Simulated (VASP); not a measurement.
# Co (Fm-3m) in VASP: a series of runs, part 2 of 2

VASP 6.6.1. The steps go on from the part before.

## 3. Single point, PBE, collinear spin, ferromagnetic start

File INCAR:

```
PREC = Accurate
ENCUT = 520
EDIFF = 1E-6
ISMEAR = -1
SIGMA = 0.05
LREAL = F
LASPH = T
NELM = 150
ALGO = Normal
ISIF = 2
LWAVE = F
LCHARG = T
ISPIN = 2
MAGMOM = 3 3
LORBIT = 11
LMAXMIX = 4
GGA = PE
LELF = T
LVHAR = T
NBANDS = 20
ISYM = 0
```

File KPOINTS:

```
regular mesh
0
Gamma
  11 7 9
```

File POSCAR:

```
Co
1.0
    0.0000000000     -1.8074000000     -1.8074000000
   -3.6148000000     -1.8074000000     -1.8074000000
    0.0000000000      1.8074000000     -1.8074000000
Co
2
Direct
    0.0000000000      0.0000000000      0.0000000000
    0.0000000000      0.5000000000      0.5000000000
```

Potentials or basis: VASP PAW PBE potentials, release 64 (Co).

Command:

```
cat potpaw_PBE.64/Co/POTCAR > POTCAR
mpirun -np 1 vasp_std > vasp.out
```

OUTCAR:

```text
PREC = Accurate
   ENCUT = 520
   EDIFF = 1E-6
   ISMEAR = -1
   LREAL = F
   LASPH = T
   NELM = 150
   ISIF = 2
   ISPIN = 2
   LORBIT = 11
   GGA = PE
   ISYM = 0

 ion  position               nearest neighbor table
   1  0.000  0.000  0.000-   2 2.56   2 2.56   2 2.56   2 2.56   2 2.56   2 2.56   2 2.56   2 2.56

   2  0.000  0.500  0.500-   1 2.56   1 2.56   1 2.56   1 2.56   1 2.56   1 2.56   1 2.56   1 2.56

IMPORTANT INFORMATION: All symmetrisations will be switched off!
NOSYMM: (Re-)initialisation of all symmetry stuff for point group C_1.

----------------------------------------------------------------------------------------

                                     Primitive cell

  volume of cell :      23.6169

  direct lattice vectors                    reciprocal lattice vectors
     0.000000000 -1.807400000 -1.807400000     0.276640478 -0.276640478 -0.276640478
    -3.614800000 -1.807400000 -1.807400000    -0.276640478  0.000000000  0.000000000
     0.000000000  1.807400000 -1.807400000     0.000000000  0.276640478 -0.276640478

  length of vectors
     2.556049593  4.427207761  2.556049593     0.479155363  0.276640478  0.391228716

  position of ions in fractional coordinates (direct lattice)
     0.000000000  0.000000000  0.000000000
     0.000000000  0.500000000  0.500000000

  ion indices of the primitive-cell ions
   primitive index   ion index
                 1           1
                 2           2

----------------------------------------------------------------------------------------

 KPOINTS: regular mesh

Automatic generation of k-mesh.
 Grid dimensions read from file:
 generate k-points for:   11    7    9

 Generating k-lattice:

  Cartesian coordinates                     Fractional coordinates (reciprocal lattice)
     0.025149134 -0.025149134 -0.025149134     0.090909091  0.000000000  0.000000000
    -0.039520068  0.000000000  0.000000000     0.000000000  0.142857143  0.000000000
[... 121 lines left out ...]
  ext. energy  EPLUGINS =         0.00000000
  ---------------------------------------------------
  free energy    TOTEN  =       -13.95513437 eV

  energy without entropy =      -13.93276445  energy(sigma->0) =      -13.94394941

 E-fermi :   9.2277     XC(G=0): -12.9148

 val. band max:        9.2243242500   @ k =  -0.1818   0.4286   0.1111
 cond. band min:       9.2341055423   @ k =  -0.1818   0.0000   0.1111
 fundamental gap:      0.0097812923
 Fermi energy:         9.2276950673

 spin component 1

 k-point     1 :       0.0000    0.0000    0.0000
  band No.  band energies     occupation
      1       0.6812      1.00000
      2       4.3141      1.00000
      3       4.9045      1.00000
      4       6.5979      1.00000
      5       6.5982      1.00000
      6       6.6007      1.00000
[... 541 lines left out ...]
     19      31.6821      0.00000
     20      32.7066      0.00000

 [... further k-points ...]

 spin component 2

 k-point     1 :       0.0000    0.0000    0.0000
  band No.  band energies     occupation
      1       0.6786      1.00000
      2       5.5696      1.00000
      3       6.1984      1.00000
      4       8.1997      1.00000
      5       8.2010      1.00000
      6       8.2042      1.00000
[... 541 lines left out ...]
     19      31.6613      0.00000
     20      33.0428      0.00000

 [... further k-points ...]

------------------------ aborting loop because EDIFF is reached ----------------------------------------

  FORCE on cell =-STRESS in cart. coord.  units (eV):
  Direction    XX          YY          ZZ          XY          YZ          ZX
  --------------------------------------------------------------------------------------
  -------------------------------------------------------------------------------------
  Total       -2.1060174     -2.1207653     -2.1207605     -0.0109509     -0.0193680     -0.0109525
  in kB     -142.8728484   -143.8733543   -143.8730246     -0.7429148     -1.3139314     -0.7430206
  external PRESSURE =    -143.5397424 kB  Pullay stress =       0.0000000 kB

 VOLUME and BASIS-vectors are now :
 -----------------------------------------------------------------------------
  energy-cutoff  :      520.00
  volume of cell :       23.62
      direct lattice vectors                 reciprocal lattice vectors
     0.000000000 -1.807400000 -1.807400000     0.276640478 -0.276640478 -0.276640478
    -3.614800000 -1.807400000 -1.807400000    -0.276640478  0.000000000  0.000000000
     0.000000000  1.807400000 -1.807400000     0.000000000  0.276640478 -0.276640478

 POSITION                                       TOTAL-FORCE (eV/Angst)
 -----------------------------------------------------------------------------------
      0.00000      0.00000      0.00000        -0.000000      0.000000      0.000000
     -1.80740      0.00000     -1.80740         0.000000     -0.000000     -0.000000
 -----------------------------------------------------------------------------------
    total drift:                                0.000001     -0.000000      0.000001

  FREE ENERGIE OF THE ION-ELECTRON SYSTEM (eV)
  ---------------------------------------------------
  free  energy   TOTEN  =       -13.9551343750 eV

  energy  without entropy=      -13.9327644481  energy(sigma->0) =      -13.94394941

 total charge

# of ion       s       p       d       tot
------------------------------------------
    1        0.456   0.455   7.208   8.119
    2        0.456   0.455   7.208   8.119
--------------------------------------------------
tot          0.912   0.910  14.416  16.238

 magnetization (x)

# of ion       s       p       d       tot
------------------------------------------
    1       -0.012  -0.048   1.774   1.715
    2       -0.012  -0.048   1.774   1.715
--------------------------------------------------
tot         -0.024  -0.096   3.549   3.429
```

Wall time 2.4 min (1 thread of Intel Xeon 6975P-C (Granite Rapids), shared host); peak memory 0.32 GiB.

Results:

```
Free energy                                           : -13.9551 eV
Pressure                                              : -14.4 GPa
Net moment                                            : 3.36 μB per cell
Site moments                                          : Co +1.72 μB
Valence electrons inside the program's atomic spheres : Co 8.12
```

Stress tensor (GPa, compression positive):
```
-14.29  -0.07  -0.07
 -0.07 -14.39  -0.13
 -0.07  -0.13 -14.39
```

Levels at points of the mesh, in eV from the Fermi level:
Spin up:
```csv
k point,band 9,band 10,band 11,band 12,band 13,band 14
"(0.00, 0.00, 0.00)",-1.07,-0.70,-0.70,2.35,8.70,14.02
```
Spin down:
```
           k point  band 6  band 7  band 8  band 9  band 10  band 11
(0.00, 0.00, 0.00)   -1.02    0.30    0.30    1.08     1.14     1.14
```

Caveat: the cell stands under tension.
